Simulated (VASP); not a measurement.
# Ga2O (P-3m1) in VASP: notebook

Ga2O is run at these levels: PBEsol; tasks: relaxation of shape and atoms at fixed volume, relaxation of cell and atoms.

Program: VASP 6.6.1. These are calculated values, not measurements. Logs are shortened: lines on timing, memory, paths and dates and some standing lists are left out, and cuts for length are marked.

## (1) The cell of the first run

Symmetry: P-3m1, No. 164, trigonal system. Conventional cell: a = 3.013 Å, b = 3.013 Å, c = 11.467 Å, α = 90.00°, β = 90.00°, γ = 120.00°. Within 2.5 Å of Ga (site symmetry 3m) lie 3 O at 1.92 Å and 1 Ga at 2.48 Å. Within 3.3 Å of Ga (site symmetry 3m) lie 1 O at 2.51 Å and 9 Ga at 2.92 to 3.01 Å. Within 2.6 Å of O (site symmetry 3m) lie 4 Ga at 1.92 to 2.51 Å.

## (2) Relaxation of shape and atoms at fixed volume, PBEsol (15.03 Å³/atom)

Contents of INCAR:

```
SYSTEM = Ga2O
PREC = Accurate
ENCUT = 600
EDIFF = 1E-7
ISMEAR = -1
SIGMA = 0.15
LREAL = .FALSE.
LASPH = .TRUE.
NELM = 100
ALGO = Normal
ISIF = 4
LWAVE = .FALSE.
LCHARG = .FALSE.
GGA = PS
IBRION = 2
NSW = 80
EDIFFG = -0.001
```

Contents of KPOINTS:

```
regular mesh
0
G
  12 12 4
  0 0 0
```

Contents of POSCAR:

```
Ga2O
1.0
    3.0132350017      0.0000000000      0.0000000000
   -1.5066175009      2.6095380591      0.0000000000
    0.0000000000      0.0000000000     11.4668907047
Ga O
4 2
Direct
    0.0000000000      0.0000000000      0.3920579641
    0.0000000000      0.0000000000      0.6079420359
    0.6666666667      0.3333333333      0.1020915016
    0.3333333333      0.6666666667      0.8979084984
    0.6666666667      0.3333333333      0.3209844182
    0.3333333333      0.6666666667      0.6790155818
```

Potentials or basis: VASP PAW PBE potentials, release 64 (Ga_d, O).

Command:

```bash
cat potpaw_PBE.64/Ga_d/POTCAR potpaw_PBE.64/O/POTCAR > POTCAR
mpirun -np 1 vasp_std > vasp.out
```

OUTCAR:

```text
SYSTEM = Ga2O
   PREC = Accurate
   ENCUT = 600
   EDIFF = 1E-7
   ISMEAR = -1
   LREAL = .FALSE.
   LASPH = .TRUE.
   NELM = 100
   ISIF = 4
   GGA = PS
   IBRION = 2
   NSW = 80
   EDIFFG = -0.001

 ion  position               nearest neighbor table
   1  0.000  0.000  0.392-   5 1.92   5 1.92   5 1.92   2 2.48
   2  0.000  0.000  0.608-   6 1.92   6 1.92   6 1.92   1 2.48
   3  0.667  0.333  0.102-   4 2.92   4 2.92   4 2.92
   4  0.333  0.667  0.898-   3 2.92   3 2.92   3 2.92
   5  0.667  0.333  0.321-   1 1.92   1 1.92   1 1.92
   6  0.333  0.667  0.679-   2 1.92   2 1.92   2 1.92

  LATTYP: Found a hexagonal cell.
 ALAT       =     3.0132350017
 C/A-ratio  =     3.8055082654

  Lattice vectors:

 A1 = (   3.0132350017,   0.0000000000,   0.0000000000)
 A2 = (  -1.5066175009,   2.6095380591,   0.0000000000)
 A3 = (   0.0000000000,   0.0000000000,  11.4668907047)

Analysis of symmetry for initial positions (statically):
=====================================================================
 Subroutine PRICEL returns:
 Original cell was already a primitive cell.

 Routine SETGRP: Setting up the symmetry group for a
 hexagonal supercell.

 Subroutine GETGRP returns: Found 12 space group operations
 (whereof 12 operations were pure point group operations)
 out of a pool of 24 trial point group operations.

The static configuration has the point symmetry D_3d.

Analysis of symmetry for dynamics (positions and initial velocities):
=====================================================================
 Subroutine PRICEL returns:
 Original cell was already a primitive cell.

 Routine SETGRP: Setting up the symmetry group for a
 hexagonal supercell.

 Subroutine GETGRP returns: Found 12 space group operations
 (whereof 12 operations were pure point group operations)
 out of a pool of 24 trial point group operations.

The dynamic configuration has the point symmetry D_3d.

 Subroutine INISYM returns: Found 12 space group operations
 (whereof 12 operations are pure point group operations),
 and found     1 'primitive' translations

----------------------------------------------------------------------------------------

                                     Primitive cell

  volume of cell :      90.1659

[... 113 lines left out ...]
   IALGO  =     38    algorithm
   IMIX   =      4    mixing-type and parameters
     AMIX     =   0.40;   BMIX     =  1.00
     AMIX_MAG =   1.60;   BMIX_MAG =  1.00
  volume/ion in A,a.u.               =      15.03       101.41
  Fermi-wavevector in a.u.,A,eV,Ry     =   1.460340  2.759643 29.015698  2.132594
  Thomas-Fermi vector in A             =   2.576801
   LORBIT       =      0    0 simple, 1 ext, 2 COOP (PROOUT), +10 PAW based schemes
   GGA     = PS    functional components
   LHFCALC =     F    Hartree Fock is set to
   AEXX    =    0.0000 exact exchange contribution
   IVDW    =     0    specifies the selected vdW correction
   LEPSILON=     F    determine dielectric tensor
   LRPA    =     F    only Hartree local field effects (RPA)
 conjugate gradient relaxation of ions
 non-spin polarized calculation
  energy-cutoff  :      600.00
  volume of cell :       90.17
 maximum number of plane-waves:      3048
   NGX = 13   NGY = 13   NGZ = 45

--------------------------------------- Ionic step        1  -------------------------------------------

 number of electron      63.9999998 magnetization

 Free energy of the ion-electron system (eV)
  ---------------------------------------------------
  ext. energy  EPLUGINS =         0.00000000
  ---------------------------------------------------
  free energy    TOTEN  =       -29.15579885 eV

  energy without entropy =      -29.04789164  energy(sigma->0) =      -29.10184524

------------------------ aborting loop because EDIFF is reached ----------------------------------------

  FORCE on cell =-STRESS in cart. coord.  units (eV):
  Direction    XX          YY          ZZ          XY          YZ          ZX
  --------------------------------------------------------------------------------------
  -------------------------------------------------------------------------------------
  Total        1.1903265      1.1903265      0.9126054     -0.0000000      0.0000000     -0.0000000
  in kB       21.1511681     21.1511681     16.2162819     -0.0000000      0.0000000     -0.0000000
  external PRESSURE =      19.5062060 kB  Pullay stress =       0.0000000 kB
[... 101 lines left out ...]
  FREE ENERGIE OF THE ION-ELECTRON SYSTEM (eV)
  ---------------------------------------------------
  free  energy   TOTEN  =       -29.1595929036 eV

  energy  without entropy=      -29.0488316571  energy(sigma->0) =      -29.10421228

[... ionic steps 4 to 15 ...]

--------------------------------------- Ionic step       16  -------------------------------------------

 number of electron      63.9999978 magnetization

------------------------ aborting loop because EDIFF is reached ----------------------------------------
[... 75 lines left out ...]
--------------------------------------- Ionic step       18  -------------------------------------------

 number of electron      63.9999978 magnetization

 Free energy of the ion-electron system (eV)
  ---------------------------------------------------
  ext. energy  EPLUGINS =         0.00000000
  ---------------------------------------------------
  free energy    TOTEN  =       -29.16561320 eV

  energy without entropy =      -29.05478124  energy(sigma->0) =      -29.11019722

 E-fermi :   5.9250     XC(G=0): -11.1274

 val. band max:        5.8758103899   @ k =   0.0833  -0.0000   0.0000
 cond. band min:       5.9367804255   @ k =   0.4167   0.0000   0.0000
 fundamental gap:      0.0609700356
 Fermi energy:         5.9250071522

 k-point     1 :       0.0000    0.0000    0.0000
  band No.  band energies     occupation
      1     -15.6722      2.00000
      2     -15.6166      2.00000
      3     -10.3151      2.00000
      4     -10.3151      2.00000
      5     -10.3054      2.00000
      6     -10.3054      2.00000
[... 973 lines left out ...]
     37      12.1705      0.00000
     38      13.2674      0.00000

 [... further k-points ...]

------------------------ aborting loop because EDIFF is reached ----------------------------------------

  FORCE on cell =-STRESS in cart. coord.  units (eV):
  Direction    XX          YY          ZZ          XY          YZ          ZX
  --------------------------------------------------------------------------------------
  -------------------------------------------------------------------------------------
  Total        0.3689958      0.3689958      0.3708107     -0.0000000      0.0000000     -0.0000000
  in kB        6.5567662      6.5567662      6.5890148     -0.0000000      0.0000000     -0.0000000
  external PRESSURE =       6.5675157 kB  Pullay stress =       0.0000000 kB
[... 21 lines left out ...]
  FREE ENERGIE OF THE ION-ELECTRON SYSTEM (eV)
  ---------------------------------------------------
  free  energy   TOTEN  =       -29.1656132027 eV

  energy  without entropy=      -29.0547812437  energy(sigma->0) =      -29.11019722

 reached required accuracy - stopping structural energy minimisation
```

OSZICAR:

```text
N       E                     dE             d eps       ncg     rms          rms(c)
DAV:   1     0.669606231651E+03    0.66961E+03   -0.33317E+04  5548   0.341E+03
[... 156 lines left out ...]
       N       E                     dE             d eps       ncg     rms          rms(c)
DAV:   1    -0.291656599331E+02   -0.49141E-04   -0.38898E-03  5340   0.389E-01    0.459E-02
DAV:   2    -0.291656333632E+02    0.26570E-04   -0.20688E-04  6894   0.152E-01    0.276E-02
DAV:   3    -0.291656139782E+02    0.19385E-04   -0.31032E-05  6708   0.536E-02    0.849E-03
DAV:   4    -0.291656131299E+02    0.84833E-06   -0.11545E-05  6440   0.253E-02    0.186E-03
DAV:   5    -0.291656132302E+02   -0.10025E-06   -0.18262E-06  5910   0.126E-02    0.128E-03
DAV:   6    -0.291656132027E+02    0.27438E-07   -0.79754E-08  3510   0.306E-03
  18 F= -.29165613E+02 E0= -.29110197E+02  d E =-.243240E-05
```

Wall time 61 min (1 thread of Intel Xeon 8259CL, shared host); peak memory 0.39 GiB.

Results:

- Free energy: -29.1656 eV
- Energy gained by relaxing: 1.6 meV/atom
- Ionic steps: 18
- Pressure after relaxing: 0.7 GPa
- Band gap on the k mesh: zero (bands 32 and 33 overlap by 2.19 eV)

The path:
```
step  energy change (eV)  largest force (eV/Å)  pressure (GPa)  volume (Å³)
   1              0.0000                0.2056            1.95        90.17
   2             -0.0038                0.0868            1.45        90.17
   3             -0.0038                0.0984            1.42        90.17
   4             -0.0053                0.0821            1.29        90.17
   5             -0.0080                0.0367            0.94        90.17
   6             -0.0060                0.0849            0.29        90.17
   7             -0.0084                0.0190            0.73        90.17
   8             -0.0096                0.0099            0.64        90.17
   9             -0.0097                0.0168            0.61        90.17
  10             -0.0097                0.0161            0.61        90.17
  11             -0.0097                0.0120            0.63        90.17
  12             -0.0098                0.0062            0.67        90.17
  13             -0.0098                0.0074            0.69        90.17
  14             -0.0098                0.0156            0.65        90.17
  15             -0.0098                0.0054            0.67        90.17
  16             -0.0098                0.0020            0.66        90.17
  17             -0.0098                0.0011            0.66        90.17
  18             -0.0098                0.0009            0.66        90.17
```

Final structure:
```cif
data_structure
_symmetry_space_group_name_H-M 'P 1'
_symmetry_Int_Tables_number 1
_cell_length_a 3.0292
_cell_length_b 3.0292
_cell_length_c 11.3465
_cell_angle_alpha 90.000
_cell_angle_beta 90.000
_cell_angle_gamma 120.000
_cell_volume 90.17
loop_
_atom_site_label
_atom_site_type_symbol
_atom_site_fract_x
_atom_site_fract_y
_atom_site_fract_z
_atom_site_occupancy
Ga1 Ga 0.00000 0.00000 0.39066 1
Ga2 Ga 0.00000 0.00000 0.60934 1
Ga3 Ga 0.66667 0.33333 0.10263 1
Ga4 Ga 0.33333 0.66667 0.89737 1
O1 O 0.66667 0.33333 0.31644 1
O2 O 0.33333 0.66667 0.68356 1
```

Levels at points of the mesh, in eV from the Fermi level:
```
           k point  band 28  band 29  band 30  band 31  band 32  band 33  band 34  band 35  band 36  band 37
(0.00, 0.00, 0.00)    -4.73    -4.71    -4.71    -4.56    -0.94    -0.17     2.39     5.38     7.35     8.25
(0.50, 0.00, 0.00)    -5.68    -4.66    -3.96    -3.60    -1.39    -1.05     0.07     2.46     2.76     4.41
(0.00, 0.00, 0.50)    -4.73    -4.71    -4.71    -3.25    -2.22     0.94     1.75     6.20     6.53     8.25
(0.50, 0.00, 0.50)    -5.68    -4.78    -4.03    -3.32    -1.51    -1.02    -0.06     2.70     2.84     4.32
```

Caveat: the PAW data sets were made with another functional, which shifts forces and pressure a little.

## (3) Relaxation of cell and atoms, PBEsol, target pressure 8 GPa, at which the enthalpy is minimised

This run uses another cell than the first one, of 15.33 Å³/atom.

Contents of INCAR:

```
ALGO = Normal ; EDIFF = 1E-6
EDIFFG = -0.001 ; ENCUT = 600
GGA = PS ; IBRION = 2
ISIF = 3 ; ISMEAR = -1
LASPH = T ; LCHARG = F
LREAL = F ; LWAVE = F
NELM = 80 ; NSW = 80
PREC = Accurate ; PSTRESS = 80.0
SIGMA = 0.15
```

Contents of KPOINTS:

```
k-points
0
Gamma
  12 12 4
```

POSCAR, as its differences from that of step 2:

```diff
@@ -2,5 +2,5 @@
 1.0
-    3.0132350017      0.0000000000      0.0000000000
-   -1.5066175009      2.6095380591      0.0000000000
-    0.0000000000      0.0000000000     11.4668907047
+    3.0335953153      0.0000000000      0.0000000000
+   -1.5167976577      2.6271706078      0.0000000000
+    0.0000000000      0.0000000000     11.5443720463
 Ga O
```

Potentials or basis: VASP PAW PBE potentials, release 64 (Ga_d, O).

Command:

```bash
cat potpaw_PBE.64/Ga_d/POTCAR potpaw_PBE.64/O/POTCAR > POTCAR
mpirun -np 1 vasp_std > vasp.out
```

It took 1.6 h on 1 thread of Intel Xeon 8259CL, shared host; peak memory 0.4 GiB.

It converged, with:

```yaml
Free_energy: -28.9528 eV
Relaxed_volume: 13.56 Å³/atom
Relaxed_cell: a = 2.931 Å, b = 2.931 Å, c = 10.939 Å, α = 90.00°, β = 90.00°, γ = 120.00°
Space_group_after_relaxing_to_0.1_Å: P-3m1 (No. 164)
Energy_change_on_relaxing_the_run_minimises_the_enthalpy: +36.1 meV/atom
Ionic_steps: 52
Pressure_after_relaxing: 8.0 GPa
Band_gap_on_the_k_mesh: zero (bands 32 and 33 overlap by 2.11 eV)
```

The path:
| step | energy change (eV) | largest force (eV/Å) | pressure (GPa) | volume (Å³) |
| --- | --- | --- | --- | --- |
| 1 | 0.0000 | 0.0301 | 0.06 | 92.01 |
| 3 | 0.1563 | 0.7246 | 8.08 | 85.34 |
| 5 | 0.1946 | 0.5090 | 8.15 | 83.55 |
| 7 | 0.2295 | 0.2620 | 7.38 | 81.31 |
| 9 | 0.2509 | 0.0314 | 8.54 | 80.77 |
| 11 | 0.2228 | 0.0654 | 7.92 | 81.28 |
| 13 | 0.2245 | 0.0620 | 8.18 | 81.23 |
| 15 | 0.2162 | 0.0245 | 7.94 | 81.39 |
| 17 | 0.2108 | 0.0092 | 7.79 | 81.50 |
| 19 | 0.2119 | 0.0080 | 7.85 | 81.47 |
| 21 | 0.2124 | 0.0074 | 7.85 | 81.46 |
| 23 | 0.2148 | 0.0097 | 8.03 | 81.41 |
| 25 | 0.2164 | 0.0012 | 8.04 | 81.38 |
| 27 | 0.2163 | 0.0018 | 8.04 | 81.38 |
| 29 | 0.2159 | 0.0074 | 7.91 | 81.39 |
| 31 | 0.2161 | 0.0011 | 8.00 | 81.39 |
| 33 | 0.2161 | 0.0011 | 7.99 | 81.39 |
| 35 | 0.2165 | 0.0034 | 8.04 | 81.38 |
| 37 | 0.2164 | 0.0035 | 7.98 | 81.38 |
| 39 | 0.2165 | 0.0036 | 8.01 | 81.38 |
| 41 | 0.2165 | 0.0035 | 7.99 | 81.38 |
| 43 | 0.2165 | 0.0033 | 7.99 | 81.38 |
| 45 | 0.2167 | 0.0031 | 8.04 | 81.38 |
| 47 | 0.2166 | 0.0020 | 8.01 | 81.38 |
| 49 | 0.2166 | 0.0016 | 8.01 | 81.38 |
| 51 | 0.2166 | 0.0006 | 7.99 | 81.38 |
| 52 | 0.2166 | 0.0008 | 8.01 | 81.38 |

Final structure:
```
Ga O
1.0
     2.93086    0.00000    0.00000
    -1.46543    2.53820    0.00000
     0.00000    0.00000   10.93922
Ga O
4 2
Direct
  0.00000 0.00000 0.39009
  0.00000 0.00000 0.60991
  0.66667 0.33333 0.10355
  0.33333 0.66667 0.89645
  0.66667 0.33333 0.30463
  0.33333 0.66667 0.69537
```

Levels at points of the mesh, in eV from the Fermi level:
| k point | band 29 | band 30 | band 31 | band 32 | band 33 | band 34 | band 35 | band 36 |
| --- | --- | --- | --- | --- | --- | --- | --- | --- |
| (0.00, 0.00, 0.00) | -4.70 | -4.68 | -4.68 | -0.65 | 0.17 | 3.07 | 5.65 | 8.25 |
| (0.50, 0.00, 0.00) | -4.71 | -4.30 | -3.90 | -1.70 | -0.61 | -0.04 | 2.58 | 2.85 |
| (0.00, 0.00, 0.50) | -4.67 | -4.67 | -3.39 | -2.15 | 1.60 | 2.18 | 6.21 | 7.76 |
| (0.50, 0.00, 0.50) | -4.93 | -4.28 | -3.64 | -1.45 | -1.00 | -0.16 | 2.81 | 3.07 |

Caveat: the cell is relaxed towards a set pressure, so the run minimises the enthalpy, not the energy; the PAW data sets were made with another functional, which shifts forces and pressure a little.

The gap in the log of VASP goes by the Fermi energy; the results here count the filled bands.